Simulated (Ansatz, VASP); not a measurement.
Two plane-wave programs on Zr2HS4

INCAR

```
SYSTEM = Zr2HS4
ALGO = Normal
DIPOL = 0.5 0.5 0.283
EDIFF = 1E-6
ENCUT = 400
GGA = PE
GGA_COMPAT = .FALSE.
IDIPOL = 3
ISIF = 2
ISMEAR = 0
IVDW = 12
LASPH = .TRUE.
LCHARG = .FALSE.
LDIPOL = .TRUE.
LREAL = .FALSE.
LWAVE = .FALSE.
NBANDS = 62
NELM = 120
NELMDL = -8
PREC = Accurate
SIGMA = 0.05
```

KPOINTS

```
k-points
0
G
  6 6 1
  0 0 0
```

File POSCAR:

```
Zr2HS4
1.0
    7.2976778227      0.0000000000      0.0000000000
   -3.6488389114      6.3199743831      0.0000000000
    0.0000000000      0.0000000000     20.9171506047
S Zr H
8 4 2
Direct
    0.3333333333      0.1666666667      0.1912306354
    0.3333333333      0.6666666667      0.1912306354
    0.8333333333      0.1666666667      0.1912306354
    0.8333333333      0.6666666667      0.1912306354
    0.1666666667      0.3333333333      0.3306927762
    0.1666666667      0.8333333333      0.3306927762
    0.6666666667      0.3333333333      0.3306927762
    0.6666666667      0.8333333333      0.3306927762
    0.0000000000      0.0000000000      0.2609617058
    0.0000000000      0.5000000000      0.2609617058
    0.5000000000      0.0000000000      0.2609617058
    0.5000000000      0.5000000000      0.2609617058
    0.3118402924      0.6236805848      0.4134000260
    0.5214930409      1.0429860819      0.4134000260
```

Input for Ansatz:

```yaml
crystal:
  lattice:
    - [7.2976778227, 0.0, 0.0]
    - [-3.6488389114, 6.3199743831, 0.0]
    - [0.0, 0.0, 20.9171506047]
  atoms:
    - { symbol: S, position: [0.3333333333, 0.1666666667, 0.1912306354] }
    - { symbol: S, position: [0.3333333333, 0.6666666667, 0.1912306354] }
    - { symbol: S, position: [0.8333333333, 0.1666666667, 0.1912306354] }
    - { symbol: S, position: [0.8333333333, 0.6666666667, 0.1912306354] }
    - { symbol: Zr, position: [0.0, 0.0, 0.2609617058] }
    - { symbol: Zr, position: [0.0, 0.5, 0.2609617058] }
    - { symbol: Zr, position: [0.5, 0.0, 0.2609617058] }
    - { symbol: Zr, position: [0.5, 0.5, 0.2609617058] }
    - { symbol: S, position: [0.1666666667, 0.3333333333, 0.3306927762] }
    - { symbol: S, position: [0.1666666667, 0.8333333333, 0.3306927762] }
    - { symbol: S, position: [0.6666666667, 0.3333333333, 0.3306927762] }
    - { symbol: S, position: [0.6666666667, 0.8333333333, 0.3306927762] }
    - { symbol: H, position: [0.3118402924, 0.6236805848, 0.413400026] }
    - { symbol: H, position: [0.5214930409, 1.0429860819, 0.413400026] }
basis:
  ecutwfc: 420
kpoints:
  mp_grid: { grid: [6, 6, 1] }
hamiltonian:
  xc: pbe
  pseudopotentials: { kind: paw, azcp: { folder: soft_1 } }
  dispersion: d3bj
scf:
  occupations: { method: gaussian, width: 0.05 }
output:
  forces: true
  eigenvalues: true
efield:
  axis: 3
  dipole_correction: true
  ramp_width: 0.04
```

Alike in both runs: task single point; functional PBE; dispersion D3(BJ); k mesh 6 × 6 × 1; occupations gaussian, width 0.05 eV; no spin polarisation.

|  | VASP | Ansatz |
| --- | --- | --- |
| version | VASP 6.6.1 | Ansatz 0.2.0 |
| potentials or method | VASP PAW PBE potentials, release 64 (S, Zr_sv, H), cutoff 400 eV | scalar-relativistic, plane waves, PAW |
| valence electrons in the cell | 98 | 98 |

|  | VASP | Ansatz | Ansatz less VASP |
| --- | --- | --- | --- |
| gap on the k mesh at the Fermi level (eV) | 0.24 | 0.24 | -0.001 |
| least direct gap on the mesh (eV) | 0.25 | 0.25 | -0.001 |
| rms of the force components (eV/Å) | 0.221 | 0.221 | -0.0002 |
